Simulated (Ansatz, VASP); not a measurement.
MgO in VASP and in Ansatz

Contents of INCAR:

```
SYSTEM = MgO
ALGO = Normal
EDIFF = 1E-6
ENCUT = 520
GGA = PS
ISIF = 2
ISMEAR = 0
LASPH = .True.
LCHARG = .False.
LREAL = .False.
LWAVE = .False.
NBANDS = 16
NELM = 60
PREC = Accurate
SIGMA = 0.05
```

Contents of KPOINTS:

```
k-points
0
Gamma
  8 8 6
  0 0 0
```

Contents of POSCAR:

```
MgO
1.0
    0.0000000000     -2.1351500000     -2.1351500000
    0.0000000000      2.1351500000     -2.1351500000
    4.2703000000      0.0000000000      0.0000000000
Mg O
2 2
Direct
    0.4385289090      0.5614710910      0.5000000000
    0.0614710910     -0.0614710910      0.0000000000
    0.5277986861      0.4722013139      0.0000000000
   -0.0277986861      0.0277986861      0.5000000000
```

Input for Ansatz:

```yaml
crystal:
  lattice:
    - [0.0, -2.13515, -2.13515]
    - [0.0, 2.13515, -2.13515]
    - [4.2703, 0.0, 0.0]
  atoms:
    - { symbol: Mg, position: [0.438528909, 0.561471091, 0.5] }
    - { symbol: Mg, position: [0.061471091, -0.061471091, 0.0] }
    - { symbol: O, position: [0.5277986861, 0.4722013139, 0.0] }
    - { symbol: O, position: [-0.0277986861, 0.0277986861, 0.5] }
basis:
  ecutwfc: 420
kpoints:
  mp_grid: { grid: [8, 8, 6] }
hamiltonian:
  xc: pbesol
scf:
  occupations: { method: gaussian, width: 0.05 }
output:
  forces: true
  stress: true
  eigenvalues: true
```

Change from the starting cell: mode 4 (275.8 1/cm) frozen in, largest displacement +0.263 Å.

Alike in both runs: task single point; functional PBEsol; k mesh 8 × 8 × 6; occupations gaussian, width 0.05 eV; no spin polarisation.

|  | VASP | Ansatz |
| --- | --- | --- |
| version | VASP 6.6.1 | Ansatz 0.2.0 |
| potentials or method | VASP PAW PBE potentials, release 64 (Mg, O), cutoff 520 eV | scalar-relativistic, plane waves, PAW |
| valence electrons in the cell | 16 | 32 |

|  | VASP | Ansatz | Ansatz less VASP |
| --- | --- | --- | --- |
| gap on the k mesh at the Fermi level (eV) | 4.03 | 4.03 | 0.000 |
| least direct gap on the mesh (eV) | 4.03 | 4.03 | 0.000 |
| pressure (GPa) | -3.8 | -3.3 | +0.50 |
| traceless stress, the component that is largest in VASP (GPa) | -5.46 | -5.40 | +0.069 |
| rms of the force components (eV/Å) | 0.822 | 0.815 | -0.0071 |

VASP's potentials were made for PBE, not for PBEsol. Atom by atom the forces differ by 0.007 eV/Å (rms over components). With one functional, cell and mesh, what is left measures potentials, basis and numerics. VASP's potentials hold 16 valence electrons a cell and Ansatz's 32, so a difference there can come from the potentials and not from the codes.
